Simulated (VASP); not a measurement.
# Sb (P2_1/m) in VASP: settings compared

The runs below take Sb through single point, with PBEsol, PBE.

Everything below comes from runs of VASP 6.6.1. Logs are shortened: lines on timing, memory, paths and dates and some standing lists are left out, and cuts for length are marked.

### Step 1. The cell of the first run

It takes space group P2_1/m (No. 11, monoclinic). The conventional cell has a = 3.122 Å, b = 4.348 Å, c = 4.406 Å, α = 90.00°, β = 90.51°, γ = 90.00°. Within 4.0 Å of Sb (site symmetry m) lie 6 Sb at 3.04 to 3.15 Å.

### Step 2. Single point, PBEsol

File INCAR:

```
SYSTEM = Sb
PREC = Accurate ; ENCUT = 520
EDIFF = 1E-6 ; ISMEAR = 0
SIGMA = 0.1 ; LREAL = .False.
LASPH = .True. ; NELM = 100
ALGO = Normal ; ISIF = 2
LWAVE = .False. ; LCHARG = .False.
GGA = PS ; NBANDS = 12
```

File KPOINTS:

```
Automatic mesh
0
Gamma
  6 4 4
  0 0 0
```

File POSCAR:

```
Sb
1.0
    3.1224020000      0.0000000000      0.0000000000
    0.0000000000      4.3475180000      0.0000000000
   -0.0389150000      0.0000000000      4.4058520000
Sb
2
Direct
    0.9886110000      0.7500000000      0.7588340000
    0.0113890000      0.2500000000      0.2411660000
```

Potentials or basis: VASP PAW PBE potentials, release 64 (Sb).

The run is started by

```sh
> cat potpaw_PBE.64/Sb/POTCAR > POTCAR
> mpirun -np 1 vasp_std > vasp.out
```

OUTCAR:

```text
SYSTEM = Sb
   PREC = Accurate
   ENCUT = 520
   EDIFF = 1E-6
   ISMEAR = 0
   LREAL = .False.
   LASPH = .True.
   NELM = 100
   ISIF = 2
   GGA = PS

 ion  position               nearest neighbor table
   1  0.989  0.750  0.759-   2 3.04   2 3.04   2 3.15   2 3.15
   2  0.011  0.250  0.241-   1 3.04   1 3.04   1 3.15   1 3.15

  LATTYP: Found a simple monoclinic cell.
 ALAT       =     3.1224020000
 B/A-ratio  =     1.3923633152
 C/A-ratio  =     1.4111007668
 COS(beta)  =    -0.0088322263

  Lattice vectors:

 A1 = (   3.1224020000,   0.0000000000,   0.0000000000)
 A2 = (   0.0000000000,   4.3475180000,   0.0000000000)
 A3 = (  -0.0389150000,   0.0000000000,   4.4058520000)

Analysis of symmetry for initial positions (statically):
=====================================================================
 Subroutine PRICEL returns:
 Original cell was already a primitive cell.

 Routine SETGRP: Setting up the symmetry group for a
 simple monoclinic supercell.

 Subroutine GETGRP returns: Found  4 space group operations
 (whereof  2 operations were pure point group operations)
 out of a pool of  4 trial point group operations.

The static configuration has the point symmetry S_2 .
 The point group associated with its full space group is C_2h.

Analysis of symmetry for dynamics (positions and initial velocities):
=====================================================================
 Subroutine PRICEL returns:
 Original cell was already a primitive cell.

 Routine SETGRP: Setting up the symmetry group for a
 simple monoclinic supercell.

 Subroutine GETGRP returns: Found  4 space group operations
 (whereof  2 operations were pure point group operations)
 out of a pool of  4 trial point group operations.

The dynamic configuration has the point symmetry S_2 .
 The point group associated with its full space group is C_2h.

 Subroutine INISYM returns: Found  4 space group operations
 (whereof  2 operations are pure point group operations),
 and found     1 'primitive' translations

----------------------------------------------------------------------------------------

                                     Primitive cell

  volume of cell :      59.8081

  direct lattice vectors                    reciprocal lattice vectors
     3.122402000  0.000000000  0.000000000     0.320266257  0.000000000  0.002828774
     0.000000000  4.347518000  0.000000000     0.000000000  0.230016299  0.000000000
    -0.038915000  0.000000000  4.405852000     0.000000000  0.000000000  0.226970856

  length of vectors
     3.122402000  4.347518000  4.406023856     0.320278749  0.230016299  0.226970856

  position of ions in fractional coordinates (direct lattice)
     0.988611000  0.750000000  0.758834000
     0.011389000  0.250000000  0.241166000

  ion indices of the primitive-cell ions
   primitive index   ion index
                 1           1
                 2           2

----------------------------------------------------------------------------------------

 KPOINTS: Automatic mesh

Automatic generation of k-mesh.
 Grid dimensions read from file:
 generate k-points for:    6    4    4

 Generating k-lattice:

  Cartesian coordinates                     Fractional coordinates (reciprocal lattice)
     0.053377709  0.000000000  0.000471462     0.166666667  0.000000000  0.000000000
     0.000000000  0.057504075  0.000000000     0.000000000  0.250000000  0.000000000
     0.000000000  0.000000000  0.056742714     0.000000000  0.000000000  0.250000000

  Length of vectors
     0.053379791  0.057504075  0.056742714

  Shift w.r.t. Gamma in fractional coordinates (k-lattice)
     0.000000000  0.000000000  0.000000000

 Subroutine IBZKPT returns following result:
 ===========================================

 Found     42 irreducible k-points:

 Following reciprocal coordinates:
            Coordinates               Weight
  0.000000  0.000000  0.000000      1.000000
  0.166667  0.000000  0.000000      2.000000
  0.333333  0.000000  0.000000      2.000000
  0.500000  0.000000  0.000000      1.000000
  0.000000  0.250000  0.000000      2.000000
  0.166667  0.250000  0.000000      4.000000
[... 16 lines left out ...]
 -0.333333  0.250000  0.250000      4.000000
 -0.166667  0.250000  0.250000      4.000000
 [... further k-points ...]
   k-points           NKPTS =     42   k-points in BZ     NKDIM =     42   number of bands    NBANDS=     12
   number of dos      NEDOS =    301   number of ions     NIONS =      2
   total plane-waves  NPLWV =  27648
   dimension x,y,z NGX =    24 NGY =   32 NGZ =   36
   dimension x,y,z NGXF=    48 NGYF=   64 NGZF=   72
   ions per type =               2
   NGX,Y,Z   is equivalent  to a cutoff of  12.78, 12.24, 13.58 a.u.
   NGXF,Y,Z  is equivalent  to a cutoff of  25.56, 24.47, 27.17 a.u.
 SYSTEM =  Sb
   PREC   = accura    normal or accurate (medium, high low for compatibility)
   ISTART =      0    job   : 0-new  1-cont  2-samecut
   ICHARG =      2    charge: 1-file 2-atom 10-const
   ISPIN  =      1    spin polarized calculation?
   LNONCOLLINEAR =      F non collinear calculations
   LSORBIT =      F    spin-orbit coupling
   LASPH  =      T    aspherical Exc in radial PAW
   ENCUT  =  520.0 eV  38.22 Ry    6.18 a.u.   5.81  8.08  8.19*2*pi/ulx,y,z
   NELM   =    100;   NELMIN=  2; NELMDL= -5     # of ELM steps
   EDIFF  = 0.1E-05   stopping-criterion for ELM
   LREAL  =      F    real-space projection
   EDIFFG = 0.1E-04   stopping-criterion for IOM
   NSW    =      0    number of steps for IOM
   IBRION =     -1    ionic relax: 0-MD 1-quasi-New 2-CG
   NFREE  =      0    steps in history (QN), initial steepest desc. (CG)
   ISIF   =      2    stress and relaxation
   ISYM   =      2    0-nonsym 1-usesym 2-fastsym
   POTIM  = 0.5000    time-step for ionic-motion
   TEBEG  =    0.0;   TEEND  =   0.0 temperature during run
   PSTRESS=    0.0 pullay stress
   NELECT =      10.0000    total number of electrons
   NUPDOWN=      -1.0000    fix difference up-down
   EMIN   =  10.00;   EMAX   =-10.00  energy-range for DOS
   EFERMI =   0.00;   METHOD = LEGACY
   ISMEAR =     0;   SIGMA  =   0.10  broadening in eV -4-tet -1-fermi 0-gaus
   EFERMI_NEDOS =   21; number of points for ismear=-14 and -15
   IALGO  =     38    algorithm
   IMIX   =      4    mixing-type and parameters
     AMIX     =   0.40;   BMIX     =  1.00
     AMIX_MAG =   1.60;   BMIX_MAG =  1.00
  volume/ion in A,a.u.               =      29.90       201.80
  Fermi-wavevector in a.u.,A,eV,Ry     =   0.901893  1.704330 11.067117  0.813410
  Thomas-Fermi vector in A             =   2.025029
   LORBIT       =      0    0 simple, 1 ext, 2 COOP (PROOUT), +10 PAW based schemes
   GGA     = PS    functional components
   LHFCALC =     F    Hartree Fock is set to
   AEXX    =    0.0000 exact exchange contribution
   IVDW    =     0    specifies the selected vdW correction
   LEPSILON=     F    determine dielectric tensor
   LRPA    =     F    only Hartree local field effects (RPA)
 non-spin polarized calculation
 Gauss-broadening in eV      SIGMA  =   0.10
  energy-cutoff  :      520.00
  volume of cell :       59.81
 maximum number of plane-waves:      1648
   NGX = 11   NGY = 17   NGZ = 17

 number of electron      10.0000000 magnetization

 number of electron       9.9999999 magnetization

 Free energy of the ion-electron system (eV)
  ---------------------------------------------------
  ext. energy  EPLUGINS =         0.00000000
  ---------------------------------------------------
  free energy    TOTEN  =        -9.07789188 eV

  energy without entropy =       -9.07385163  energy(sigma->0) =       -9.07587175

 E-fermi :   6.8863     XC(G=0):  -9.7416

 val. band max:        6.8554040956   @ k =   0.1667   0.0000   0.0000
 cond. band min:       7.1399891044   @ k =   0.5000   0.2500   0.2500
 fundamental gap:      0.2845850088
 Fermi energy:         6.8863246419

 k-point     1 :       0.0000    0.0000    0.0000
  band No.  band energies     occupation
      1      -5.4323      2.00000
      2      -0.3622      2.00000
      3       3.3848      2.00000
      4       3.5154      2.00000
      5       9.0267      0.00000
      6      10.0488      0.00000
      7      10.2737      0.00000
      8      10.4052      0.00000
      9      13.6695      0.00000
     10      13.9752      0.00000
     11      14.2708      0.00000
     12      15.1118      0.00000

 k-point     2 :       0.1667    0.0000    0.0000
  band No.  band energies     occupation
      1      -5.0425      2.00000
      2       0.0461      2.00000
      3       3.7435      2.00000
      4       3.8739      2.00000
      5       6.8554      1.33809
      6       9.4022      0.00000
      7      10.6487      0.00000
      8      10.7772      0.00000
      9      11.3412      0.00000
     10      14.2886      0.00000
     11      15.0353      0.00000
     12      16.1793      0.00000

 k-point     3 :       0.3333    0.0000    0.0000
  band No.  band energies     occupation
      1      -3.9762      2.00000
      2       1.2227      2.00000
      3       3.1860      2.00000
      4       4.6427      2.00000
      5       4.7693      2.00000
      6       7.5601      0.00000
      7      10.4806      0.00000
      8      11.5688      0.00000
      9      11.7096      0.00000
     10      13.0904      0.00000
     11      13.2423      0.00000
     12      15.1806      0.00000
[... 286 lines left out ...]
 k-point    23 :      -0.3333    0.2500    0.2500
  band No.  band energies     occupation
      1      -3.0949      2.00000
      2      -0.5311      2.00000
      3       3.5013      2.00000
      4       4.0315      2.00000
      5       6.1471      2.00000
      6       6.4318      2.00000
      7       8.6855      0.00000
      8      11.2832      0.00000
      9      12.4425      0.00000
     10      13.5516      0.00000
     11      13.6823      0.00000
     12      16.1585      0.00000

 k-point    24 :      -0.1667    0.2500    0.2500
  band No.  band energies     occupation
      1      -4.1633      2.00000
      2      -1.6520      2.00000
      3       2.5633      2.00000
      4       5.3923      2.00000
      5       7.5434      0.00000
      6       7.7725      0.00000
      7       9.9967      0.00000
      8      11.4873      0.00000
      9      12.4462      0.00000
     10      14.7432      0.00000
     11      15.3431      0.00000
     12      16.7579      0.00000

 [... further k-points ...]
[... 5 lines left out ...]
  --------------------------------------------------------------------------------------
  -------------------------------------------------------------------------------------
  Total       -2.1546187      0.1582197     -0.0047011      0.0000000      0.0000000      0.0176199
  in kB      -57.7192793      4.2384892     -0.1259352      0.0000000      0.0000000      0.4720130
  external PRESSURE =     -17.8689084 kB  Pullay stress =       0.0000000 kB

 VOLUME and BASIS-vectors are now :
 -----------------------------------------------------------------------------
  energy-cutoff  :      520.00
  volume of cell :       59.81
      direct lattice vectors                 reciprocal lattice vectors
     3.122402000  0.000000000  0.000000000     0.320266257  0.000000000  0.002828774
     0.000000000  4.347518000  0.000000000     0.000000000  0.230016299  0.000000000
    -0.038915000  0.000000000  4.405852000     0.000000000  0.000000000  0.226970856

 POSITION                                       TOTAL-FORCE (eV/Angst)
 -----------------------------------------------------------------------------------
      3.05731      3.26064      3.34331         0.031946      0.000000     -0.055707
      0.02618      1.08688      1.06254        -0.031946     -0.000000      0.055707
 -----------------------------------------------------------------------------------
    total drift:                               -0.000000      0.000000      0.000000

  FREE ENERGIE OF THE ION-ELECTRON SYSTEM (eV)
  ---------------------------------------------------
  free  energy   TOTEN  =        -9.0778918835 eV

  energy  without entropy=       -9.0738516252  energy(sigma->0) =       -9.07587175
```

Run time: 14 s. Hardware: 1 thread of Intel Xeon Platinum 8259CL at 2.50GHz (Skylake/Cascade Lake), shared host; peak memory 0.18 GiB.

Results:

```yaml
Free_energy: -9.0779 eV
Pressure: -1.8 GPa
Largest_force: 0.064 eV/Å
Band_gap_on_the_k_mesh: zero (band 5 reaches 12.07 eV, above the bottom of band 6 at 3.48 eV)
```

Forces in eV/Å, atoms in the order of the input:
```
Sb   0.032  0.000 -0.056
Sb  -0.032  0.000  0.056
```

Stress tensor (GPa, compression positive):
```
-5.77  0.00  0.05
 0.00  0.42  0.00
 0.05  0.00 -0.01
```

Caveat: the k points lie up to 0.36 Å⁻¹ apart; the PAW data sets were made with another functional, which shifts forces and pressure a little; spin-orbit coupling is left out, which moves the levels of the heavy elements.

### Step 3. Single point, PBE

This run uses another cell than the first one, of 37.08 Å³/atom, 1.240 times its volume.

File INCAR:

```
PREC = Accurate
ENCUT = 520
EDIFF = 1E-6
ISMEAR = 0
SIGMA = 0.1
LREAL = False
LASPH = True
NELM = 80
ALGO = Normal
ISIF = 2
LWAVE = False
LCHARG = True
GGA = PE
LELF = True
LVHAR = True
NBANDS = 12
```

File KPOINTS:

```
Automatic mesh
0
Gamma
  6 4 4
```

File POSCAR:

```
Sb
1.0
    3.3545122191      0.0000000000      0.0000000000
    0.0000000000      4.6706997542      0.0000000000
   -0.0418078271      0.0000000000      4.7333701329
Sb
2
Direct
    0.9886110000      0.7500000000      0.7588340000
    0.0113890000      0.2500000000      0.2411660000
```

Potentials or basis: VASP PAW PBE potentials, release 64 (Sb).

The run is started by

```sh
> cat potpaw_PBE.64/Sb/POTCAR > POTCAR
> mpirun -np 1 vasp_std > vasp.out
```

Run time: 22 s. Hardware: 1 thread of Intel Xeon Platinum 8259CL at 2.50GHz (Skylake/Cascade Lake), shared host; peak memory 0.19 GiB.

Results (log left out):

| Quantity | Value |
| --- | --- |
| Free energy | -7.8468 eV |
| Pressure | -7.1 GPa |
| Largest force | 0.200 eV/Å |
| Band gap on the k mesh | zero (band 5 reaches 8.65 eV, above the bottom of band 6 at 2.05 eV) |

Forces on the atoms (eV/Å):
```
Sb   0.039  0.000  0.196
Sb  -0.039  0.000 -0.196
```

Stress tensor (GPa, compression positive):
```
-9.86  0.00  0.05
 0.00 -5.63  0.00
 0.05  0.00 -5.86
```

Levels at points of the mesh, in eV from the Fermi level:
```tsv
k point	band 2	band 3	band 4	band 5	band 6	band 7	band 8	band 9
(0.00, 0.00, 0.00)	-7.43	-2.72	-2.62	2.55	2.57	2.74	3.13	5.28
(0.50, 0.00, 0.00)	-5.65	-4.22	-1.33	-1.23	-1.17	4.01	4.05	5.08
(0.00, 0.50, 0.00)	-9.58	-1.04	-1.04	-0.65	-0.65	3.77	3.77	7.68
(0.50, 0.50, 0.00)	-7.91	-2.94	-2.94	0.41	0.41	0.97	0.97	5.66
(0.00, 0.00, 0.50)	-9.43	-1.07	-0.75	-0.65	-0.61	3.61	3.90	7.44
(0.50, 0.00, 0.50)	-7.75	-3.08	-2.83	0.32	0.82	0.93	0.98	5.63
(0.00, 0.50, 0.50)	-9.22	-4.24	-4.24	3.96	3.96	4.17	4.17	8.40
(0.50, 0.50, 0.50)	-7.53	-2.73	-2.73	-2.64	-2.64	2.87	2.87	5.48
```

Caveat: spin-orbit coupling is left out, which moves the levels of the heavy elements.

[end of part 1 of 2]
